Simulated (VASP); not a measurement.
Crystal: Nb.

```
Nb
1.0
     2.94032    0.00000    0.00000
    -1.47016    2.54639    0.00000
     0.00000    0.00000    9.60308
Nb
4
Direct
  0.00000 0.00000 0.00000
  0.00000 0.00000 0.50000
  0.33333 0.66667 0.25000
  0.66667 0.33333 0.75000
```

This isn't the form of Nb at room conditions, which is bcc.

```yaml
Program: VASP 6.6.1
Task: relaxation of cell and atoms
Functional: LDA
Potentials_or_basis: VASP PAW LDA potentials, release 64 (Nb_sv)
Cutoff: 600 eV
k_mesh: 12 × 12 × 4
Occupations: fermi-dirac, width 0.1 eV
Spin: no spin polarisation
```

At the start: pressure -2.8 GPa; volume 17.98 Å³/atom.

How do energy, volume and symmetry change on relaxing?

Over 11 steps the energy falls by 53.5 meV/atom and the volume is 17.63 Å³/atom (-1.9 %); space group P6_3/mmc (No. 194, to 0.1 Å) before and after.

The path:
```
step  energy change (eV)  largest force (eV/Å)  pressure (GPa)  volume (Å³)
   1              0.0000                0.0000           -2.82        71.90
   2             -0.0103                0.0000            5.67        68.65
   3             -0.0250                0.0000            1.83        70.04
   4             -0.0774                0.0000            2.58        69.68
   5             -0.1712                0.0000            6.11        68.35
   6             -0.1766                0.0000            4.48        68.84
   7             -0.1817                0.0000            5.16        68.62
   8             -0.2056                0.0000            2.04        69.81
   9             -0.2056                0.0000            1.97        69.84
  10             -0.2124                0.0000            0.87        70.22
  11             -0.2140                0.0000            0.03        70.52
```

Final structure:
```
Nb
1.0
     2.80384    0.00000    0.00000
    -1.40192    2.42820    0.00000
     0.00000    0.00000   10.35802
Nb
4
Direct
  0.00000 0.00000 0.00000
  0.00000 0.00000 0.50000
  0.33333 0.66667 0.25000
  0.66667 0.33333 0.75000
```
